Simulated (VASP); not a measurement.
# LiF: single point with PBE

LiF:

```xyz
2
Lattice="0.0000 1.8529 2.0140 1.8529 0.0000 2.0140 1.8529 1.8529 0.0000" Properties=species:S:1:pos:R:3 pbc="T T T"
Li    0.0000    0.0000    0.0000
F     1.8529    1.8529    2.0140
```

This cell differs from its parent crystal: strain -0.080 along x and y, +0.000 along z.

| Property | Result |
| --- | --- |
| Program | VASP 6.6.1 |
| Task | single point |
| Functional | PBE |
| Potentials or basis | VASP PAW PBE potentials, release 64 (Li_sv, F) |
| Cutoff | 520 eV |
| k mesh | 10 × 10 × 10 |
| Occupations | gaussian, width 0.05 eV |
| Spin | no spin polarisation |

| Item | Value |
| --- | --- |
| Band gap on the k mesh | 10.58 eV, direct |

Levels at points of the mesh, in eV from the valence-band top:
| k point | band 3 | band 4 | band 5 | band 6 | band 7 | band 8 |
| --- | --- | --- | --- | --- | --- | --- |
| (0.00, 0.00, 0.00) | -0.16 | -0.16 | 0.00 | 10.58 | 24.74 | 25.47 |
| (0.50, 0.00, 0.00) | -3.14 | -0.51 | -0.26 | 11.59 | 18.70 | 19.46 |
| (0.50, 0.50, 0.00) | -3.97 | -1.15 | -1.15 | 15.34 | 18.02 | 19.64 |
| (0.50, 0.00, 0.50) | -3.86 | -1.79 | -1.17 | 16.83 | 16.99 | 19.52 |

Wall time 12 s on 1 thread of AMD EPYC 7R13 Processor (Zen 3), with other jobs on the host, peak memory 0.1 GiB.

Caveat: the cell differs from its parent crystal (strain -0.080 along x and y, +0.000 along z). A k mesh can miss the band edges.
